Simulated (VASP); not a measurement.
# GaN (Fm-3m) in VASP: a series of runs, part 2 of 2

VASP 6.6.1. The steps go on from the part before.

## (3) G0W0 quasiparticle levels, PBE

POSCAR reads:

```
GaN
1.0
    0.0000000000      2.1085153661      2.1085153661
    2.1085153661      0.0000000000      2.1085153661
    2.1085153661      2.1085153661      0.0000000000
Ga N
1 1
Direct
    0.5000000000      0.5000000000      0.5000000000
    0.0000000000      0.0000000000      0.0000000000
```

INCAR.step1 reads:

```
SYSTEM = GaN
ALGO = Normal
EDIFF = 1E-8
ENCUT = 500
GGA = PE
ISMEAR = 0
LASPH = .TRUE.
LCHARG = .FALSE.
LREAL = .FALSE.
LWAVE = .TRUE.
NELM = 80
PREC = Accurate
SIGMA = 0.01
```

INCAR.step2 reads:

```
SYSTEM = GaN
ALGO = Exact
EDIFF = 1E-8
ENCUT = 500
GGA = PE
ISMEAR = 0
ISTART = 1
LASPH = .TRUE.
LCHARG = .FALSE.
LOPTICS = .TRUE.
LREAL = .FALSE.
LWAVE = .TRUE.
NBANDS = 39
NELM = 1
PREC = Accurate
SIGMA = 0.01
```

INCAR.step3 reads:

```
SYSTEM = GaN
ALGO = EVGW0
EDIFF = 1E-8
ENCUT = 500
ENCUTGW = 80.0
GGA = PE
ISMEAR = 0
ISTART = 1
LASPH = .TRUE.
LCHARG = .FALSE.
LREAL = .FALSE.
LWAVE = .FALSE.
NBANDS = 39
NBANDSGW = 17
NELMGW = 1
NOMEGA = 96
OMEGAMAX = 20
PREC = Accurate
PRECFOCK = Fast
SIGMA = 0.01
```

KPOINTS reads:

```
k-points
0
G
  8 8 8
  0 0 0
```

Potentials or basis: VASP PAW PBE potentials, release 64 (Ga_d_GW, N_GW).

Started as:

```bash
$ cat potpaw_PBE.64/Ga_d_GW/POTCAR potpaw_PBE.64/N_GW/POTCAR > POTCAR
$ cp INCAR.step1 INCAR
$ mpirun -np 1 vasp_std > vasp.out
$ cp INCAR.step2 INCAR
$ mpirun -np 1 vasp_std > vasp.out
$ cp INCAR.step3 INCAR
$ mpirun -np 1 vasp_std > vasp.out
```

OUTCAR:

```text
SYSTEM = GaN
   EDIFF = 1E-8
   ENCUT = 500
   ENCUTGW = 80.0
   GGA = PE
   ISMEAR = 0
   ISTART = 1
   LASPH = .TRUE.
   LREAL = .FALSE.
   NELMGW = 1
   PREC = Accurate
   PRECFOCK = Fast

 ion  position               nearest neighbor table
   1  0.500  0.500  0.500-   2 2.11   2 2.11   2 2.11   2 2.11   2 2.11   2 2.11
   2  0.000  0.000  0.000-   1 2.11   1 2.11   1 2.11   1 2.11   1 2.11   1 2.11

  LATTYP: Found a face centered cubic cell.
 ALAT       =     4.2170307322

  Lattice vectors:

 A1 = (   0.0000000000,   2.1085153661,   2.1085153661)
 A2 = (   2.1085153661,   0.0000000000,   2.1085153661)
 A3 = (   2.1085153661,   2.1085153661,   0.0000000000)

Analysis of symmetry for initial positions (statically):
=====================================================================
 Subroutine PRICEL returns:
 Original cell was already a primitive cell.

 Routine SETGRP: Setting up the symmetry group for a
 face centered cubic supercell.

 Subroutine GETGRP returns: Found 48 space group operations
 (whereof 48 operations were pure point group operations)
 out of a pool of 48 trial point group operations.

The static configuration has the point symmetry O_h .

Analysis of symmetry for dynamics (positions and initial velocities):
=====================================================================
 Subroutine PRICEL returns:
 Original cell was already a primitive cell.

 Routine SETGRP: Setting up the symmetry group for a
 face centered cubic supercell.

 Subroutine GETGRP returns: Found 48 space group operations
 (whereof 48 operations were pure point group operations)
 out of a pool of 48 trial point group operations.

[... 93 lines left out ...]
   ICHARG =      0    charge: 1-file 2-atom 10-const
   ISPIN  =      1    spin polarized calculation?
   LNONCOLLINEAR =      F non collinear calculations
   LSORBIT =      F    spin-orbit coupling
   LASPH  =      T    aspherical Exc in radial PAW
   ENCUT  =  500.0 eV  36.75 Ry    6.06 a.u.   5.44  5.44  5.44*2*pi/ulx,y,z
   NELM   =     60;   NELMIN=  2; NELMDL=  0     # of ELM steps
   EDIFF  = 0.1E-07   stopping-criterion for ELM
   LREAL  =      F    real-space projection
   EDIFFG = 0.1E-06   stopping-criterion for IOM
   NSW    =      0    number of steps for IOM
   IBRION =     -1    ionic relax: 0-MD 1-quasi-New 2-CG
   NFREE  =      0    steps in history (QN), initial steepest desc. (CG)
   ISIF   =      0    stress and relaxation
   ISYM   =      3    0-nonsym 1-usesym 2-fastsym
   POTIM  = 0.5000    time-step for ionic-motion
   TEBEG  =    0.0;   TEEND  =   0.0 temperature during run
   PSTRESS=    0.0 pullay stress
   NELECT =      18.0000    total number of electrons
   NUPDOWN=      -1.0000    fix difference up-down
   EMIN   =  10.00;   EMAX   =-10.00  energy-range for DOS
   EFERMI =   0.00;   METHOD = LEGACY
   ISMEAR =     0;   SIGMA  =   0.01  broadening in eV -4-tet -1-fermi 0-gaus
   EFERMI_NEDOS =   21; number of points for ismear=-14 and -15
   IALGO  =     38    algorithm
   IMIX   =      4    mixing-type and parameters
     AMIX     =   0.40;   BMIX     =  1.00
     AMIX_MAG =   1.60;   BMIX_MAG =  1.00
  volume/ion in A,a.u.               =       9.37        63.26
  Fermi-wavevector in a.u.,A,eV,Ry     =   1.615024  3.051952 35.488097  2.608302
  Thomas-Fermi vector in A             =   2.709838
   LORBIT       =      0    0 simple, 1 ext, 2 COOP (PROOUT), +10 PAW based schemes
   GGA     = PE    functional components
   LHFCALC =     T    Hartree Fock is set to
   PRECFOCK=fast      Normal, Fast or Accurate (Low or Medium for compatibility)
   ENCUT4O =  -1.0   cutoff for four orbital integrals eV
   NKREDX  =     1    reduce k-point grid by
   NKREDY  =     1    reduce k-point grid by
   NKREDZ  =     1    reduce k-point grid by
   AEXX    =    1.0000 exact exchange contribution
   HFSCREEN=    0.0000 screening length (either q_TF or 0.3 A-1)
   HFSCREENC=   0.0000 screening length for correlation (either q_TF or 0.3 A-1)
   ENCUTFOCK=  -1.0 apply spherical cutoff to Coloumb kernel
   IVDW    =     0    specifies the selected vdW correction
   LEPSILON=     F    determine dielectric tensor
   LRPA    =     F    only Hartree local field effects (RPA)
   LRPAFORCE           =     F    calculate RPA forces
   ENCUTGW             =  80.0    cutoff for response function in eV
   ENCUTGWSOFT         =  64.0    soft cutoff for Coulomb kernel in GW response function in eV
   ENCUTLF             =  -1.0    cutoff for local field effects
   NELMGW              =     1    number of iterations in solving QP/BSE equation
   NELMHF              =     1    number of iterations in the inner HF iteration
   NKREDLFX            =     1    NKREDLFY  =   1   NKREDLFZ  =   1
 non-spin polarized calculation
 Gauss-broadening in eV      SIGMA  =   0.01
  energy-cutoff  :      500.00
  volume of cell :       18.75
 maximum number of plane-waves:       531
 NGX is ok and might be reduce to    24
  NGX = 14; NGY = 14; NGZ = 14
   NGX = 11   NGY = 11   NGZ = 11
 maximum number of plane-waves:        34
 NGX is ok and might be reduce to    10

 QP shifts <psi_nk| G(iteration)W_0 |psi_nk>: iteration 1
 for sc-GW calculations column KS-energies equals QP-energies in previous step
 and V_xc(KS)=  KS-energies - (<T + V_ion + V_H > + <T+V_H+V_ion>^1  + <V_x>^1)

 k-point   1 :       0.0000    0.0000    0.0000
  band No.  KS-energies  QP-energies   sigma(KS)   V_xc(KS)     V^pw_x(r,r')   Z            occupation Imag(sigma)

      1      -9.6052     -10.2448     -15.4879     -14.5467     -24.4216       0.6794       2.0000       1.2623
      2      -6.2956      -9.8326     -26.4566     -21.6472     -34.9877       0.7354       2.0000       0.1179
      3      -6.2956      -9.8326     -26.4566     -21.6472     -34.9877       0.7354       2.0000       0.1179
      4      -6.2956      -9.8326     -26.4566     -21.6472     -34.9877       0.7354       2.0000       0.1179
      5      -6.1992      -9.8265     -26.7790     -21.8489     -35.4608       0.7358       2.0000       0.1671
      6      -6.1992      -9.8265     -26.7790     -21.8489     -35.4608       0.7358       2.0000       0.1671
[... 480 lines left out ...]
      4      -6.2439      -9.7324     -26.2974     -21.5550     -34.8173       0.7356       2.0000       0.1356
      5      -6.0605      -9.6603     -26.8062     -21.9303     -35.3734       0.7383       2.0000       0.1221
      6      -4.7337      -6.6763     -21.8877     -19.2506     -30.1481       0.7367       2.0000       0.5177
[... 9 lines left out ...]
     16      31.2698      32.1167     -10.9890     -12.0519      -4.1528       0.7967       0.0000      -0.9162
     17      34.4551      35.6800     -10.6689     -12.1580      -4.1061       0.8226       0.0000      -1.0178

 [... further k-points ...]
```

OUTCAR.step1:

```text
SYSTEM = GaN
   EDIFF = 1E-8
   ENCUT = 500
   GGA = PE
   ISMEAR = 0
   LASPH = .TRUE.
   LREAL = .FALSE.
[... 605 lines left out ...]
      2.10852      2.10852      2.10852         0.000000     -0.000000      0.000000
      0.00000      0.00000      0.00000         0.000000      0.000000     -0.000000
 -----------------------------------------------------------------------------------
    total drift:                                0.000000     -0.000000      0.000000

  FREE ENERGIE OF THE ION-ELECTRON SYSTEM (eV)
  ---------------------------------------------------
  free  energy   TOTEN  =       -11.1905705239 eV

  energy  without entropy=      -11.1905705239  energy(sigma->0) =      -11.19057052
```

It took 9.7 min on 1 thread of Intel Xeon Platinum 8488C (Sapphire Rapids), shared host; peak memory 0.53 GiB.

What came out:

```
Quasiparticle gap                                   : 1.54 eV
Least direct quasiparticle gap                      : 3.74 eV
Band gap of the starting levels on the mesh         : 0.65 eV
Least direct gap of the starting levels on the mesh : 2.84 eV
```

Caveat: bands, screening cutoff and mesh are small and nothing is extrapolated, so the quasiparticle values aren't converged.
